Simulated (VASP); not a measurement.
# Al3C: relaxation of cell and atoms with PBE

Crystal: Al3C.

```
CELL_PARAMETERS angstrom
4.48163 0.00000 0.00000
-2.24082 3.88121 0.00000
0.00000 0.00000 3.72452
ATOMIC_POSITIONS crystal
Al 0.00000 0.00000 0.50000
Al 0.33333 0.66667 0.00000
Al 0.66667 0.33333 0.00000
C 0.00000 0.00000 0.00000
```

```yaml
Program: VASP 6.6.1
Task: relaxation of cell and atoms
Functional: PBE
Potentials_or_basis: VASP PAW PBE potentials, release 64 (Al, C)
Cutoff: 600 eV
k_mesh: 6 × 6 × 6
Occupations: gaussian, width 0.1 eV
Spin: no spin polarisation
Dipole_correction: no
Further_INCAR_settings: ALGO = Normal; EDIFF = 1e-07; IBRION = 2; EDIFFG = -0.04; NSW = 90; ISIF = 3
```

```json
{
 "Relaxed volume": "16.15 Å³/atom",
 "Relaxed cell": "a = 4.493 Å, b = 4.493 Å, c = 3.696 Å, α = 90.00°, β = 90.00°, γ = 120.00°",
 "Space group after relaxing (to 0.1 Å)": "P6/mmm (No. 191)",
 "Energy gained by relaxing": "0.8 meV/atom",
 "Ionic steps": "4",
 "Pressure after relaxing": "0.1 GPa",
 "Band gap on the k mesh": "zero (an odd number of electrons rules out a gap without spin polarisation)"
}
```

Stress tensor (GPa, compression positive):
```
0.16 0.00 0.00
0.00 0.16 0.00
0.00 0.00 0.05
```

Step by step:
| step | energy change (eV) | largest force (eV/Å) | pressure (GPa) | volume (Å³) |
| --- | --- | --- | --- | --- |
| 1 | 0.0000 | 0.0000 | -0.56 | 64.78 |
| 2 | -0.0025 | 0.0000 | 0.59 | 64.25 |
| 3 | -0.0028 | 0.0000 | 0.31 | 64.38 |
| 4 | -0.0033 | 0.0000 | 0.13 | 64.60 |

Final structure:
```xyz
4
Lattice="4.4926 0.0000 0.0000 -2.2463 3.8907 0.0000 0.0000 0.0000 3.6956" Properties=species:S:1:pos:R:3 pbc="T T T"
Al    0.0000    0.0000    1.8478
Al    0.0000    2.5938    0.0000
Al    2.2463    1.2969    0.0000
C     0.0000    0.0000    0.0000
```

Levels at points of the mesh, in eV from the Fermi level:
| k point | band 2 | band 3 | band 4 | band 5 | band 6 | band 7 | band 8 | band 9 | band 10 |
| --- | --- | --- | --- | --- | --- | --- | --- | --- | --- |
| (0.00, 0.00, 0.00) | -5.35 | -4.47 | -4.10 | -4.10 | -1.06 | -1.06 | 0.50 | 0.81 | 3.18 |
| (0.50, 0.00, 0.00) | -8.23 | -5.13 | -4.18 | -4.17 | 0.99 | 1.11 | 2.37 | 2.60 | 4.09 |
| (0.00, 0.00, 0.50) | -7.94 | -3.88 | -3.35 | -3.35 | -1.24 | 0.08 | 0.08 | 1.93 | 1.93 |
| (0.50, 0.00, 0.50) | -7.05 | -6.94 | -4.24 | -3.55 | -2.60 | -0.18 | 0.45 | 2.13 | 3.28 |

Wall time 21 s on 1 thread of Intel(R) Xeon(R) 6975P-C (Granite Rapids), with other jobs on the host, peak memory 0.19 GiB.
